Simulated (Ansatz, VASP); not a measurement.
**Hf: VASP beside Ansatz**

INCAR

```
PREC = Accurate
ENCUT = 520
EDIFF = 1E-6
ISMEAR = -1
SIGMA = 0.05
LREAL = F
LASPH = T
NELM = 100
ALGO = Fast
ISIF = 2
LWAVE = F
LCHARG = F
NBANDS = 11
```

The input KPOINTS:

```
Automatic mesh
0
Gamma
  10 10 10
```

Contents of POSCAR:

```
Hf
1.0
   -1.8404011445      1.8404011445      1.8404011445
    1.8404011445     -1.8404011445      1.8404011445
    1.8404011445      1.8404011445     -1.8404011445
Hf
1
Direct
    0.0000000000      0.0000000000      0.0000000000
```

input.yaml

```yaml
crystal:
  lattice:
    - [-1.8404011445, 1.8404011445, 1.8404011445]
    - [1.8404011445, -1.8404011445, 1.8404011445]
    - [1.8404011445, 1.8404011445, -1.8404011445]
  atoms:
    - { symbol: Hf, position: [0.0, 0.0, 0.0] }
kpoints:
  mp_grid: { grid: [10, 10, 10] }
scf:
  occupations: { method: fermi_dirac, width: 0.05 }
hamiltonian:
  xc: lda
  pseudopotentials: { kind: all_electron, lapw: { basis_error: 0.001 } }
output:
  forces: true
  stress: true
  eigenvalues: true
```

Change from the starting cell: volume scaled by 1.06.

Alike in both runs: task single point; functional LDA; k mesh 10 × 10 × 10; occupations fermi-dirac, width 0.05 eV; no spin polarisation.

```csv
,VASP,Ansatz
version,VASP 6.6.1,Ansatz 0.2.0
potentials or method,"VASP PAW LDA potentials, release 64 (Hf_pv), cutoff 520 eV","all-electron LAPW, scalar-relativistic"
```

|  | VASP | Ansatz | Ansatz less VASP |
| --- | --- | --- | --- |
| gap on the k mesh at the Fermi level (eV) | none | none | - |
| pressure (GPa) | -16.2 | -16.1 | +0.03 |

LDA's correlation is that of Perdew and Zunger in VASP and of Perdew and Wang (1992) in Ansatz. A gap of «none» marks a metal or a gap that the smearing closes. Ansatz ran all-electron here, and VASP with PAW potentials.

Neither program's run includes spin-orbit coupling.
